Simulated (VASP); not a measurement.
## TaO: relaxation of cell and atoms with r2SCAN

TaO:

```
Ta O
1.0
     2.52000    0.00000    0.00000
     0.00000    2.52000    0.00000
     0.00000    0.00000    3.40200
Ta O
1 1
Direct
  0.00000 0.00000 0.00000
  0.50000 0.50000 0.50000
```

```json
{
 "Program": "VASP 6.6.1",
 "Task": "relaxation of cell and atoms",
 "Functional": "r2SCAN",
 "Potentials or basis": "VASP PAW PBE potentials, release 64 (Ta_pv, O)",
 "Cutoff": "600 eV",
 "k mesh": "7 × 7 × 5",
 "Occupations": "gaussian, width 0.1 eV",
 "Spin": "no spin polarisation",
 "Target pressure": "10 GPa",
 "Dipole correction": "no",
 "Further INCAR settings": "ALGO = Normal; EDIFF = 1e-06; IBRION = 2; EDIFFG = -0.03; NSW = 80; ISIF = 3"
}
```

The relaxed volume is 10.78 Å³/atom and the relaxed cell is a = 2.829 Å, b = 2.829 Å, c = 2.693 Å, α = 90.00°, β = 90.00°, γ = 90.00°. The space group after relaxing (to 0.05 Å) is P4/mmm (No. 123). The energy change on relaxing (the enthalpy is what falls) is -417.8 meV/atom, the ionic steps are 12 and the pressure after relaxing is 10.0 GPa.

Stress tensor (GPa, compression positive):
```
10.16  0.00  0.00
 0.00 10.16  0.00
 0.00  0.00  9.78
```

The path:
```
step  energy change (eV)  largest force (eV/Å)  pressure (GPa)  volume (Å³)
   1              0.0000                0.0000           18.59        21.60
   2             -0.5630                0.0000           -6.55        23.33
   3             -0.5842                0.0000           -8.34        23.48
   4             -0.7652                0.0000            1.79        22.30
   5             -0.7778                0.0000           19.01        20.93
   6             -0.7991                0.0000           12.25        21.42
   7             -0.8003                0.0000           15.62        21.17
   8             -0.7973                0.0000           16.42        21.11
   9             -0.7941                0.0000           12.51        21.43
  10             -0.8078                0.0000           15.08        21.20
  11             -0.8416                0.0000            8.60        21.66
  12             -0.8356                0.0000           10.03        21.55
```

Final structure:
```xyz
2
Lattice="2.8289 0.0000 0.0000 0.0000 2.8289 0.0000 0.0000 0.0000 2.6933" Properties=species:S:1:pos:R:3 pbc="T T T"
Ta    0.0000    0.0000    0.0000
O     1.4145    1.4145    1.3466
```

Levels at points of the mesh, in eV from the Fermi level:
```csv
k point,band 6,band 7,band 8,band 9,band 10,band 11,band 12
"(0.00, 0.00, 0.00)",-6.47,-6.01,-5.35,-5.33,-1.96,3.90,3.90
```

Run time: 3.4 min on 1 thread of Intel Xeon 6975P-C, with other jobs on the host, peak memory 0.16 GiB.

Caveat: the k points lie up to 0.47 Å⁻¹ apart in the final cell; the cell is relaxed towards a set pressure, so the enthalpy falls and the energy may rise; the PAW data sets were made with another functional, which shifts forces and pressure a little; spin-orbit coupling is left out, which moves the levels of the heavy elements; an odd number of electrons without spin polarisation forces a metal; a magnetic or distorted state may lie lower.
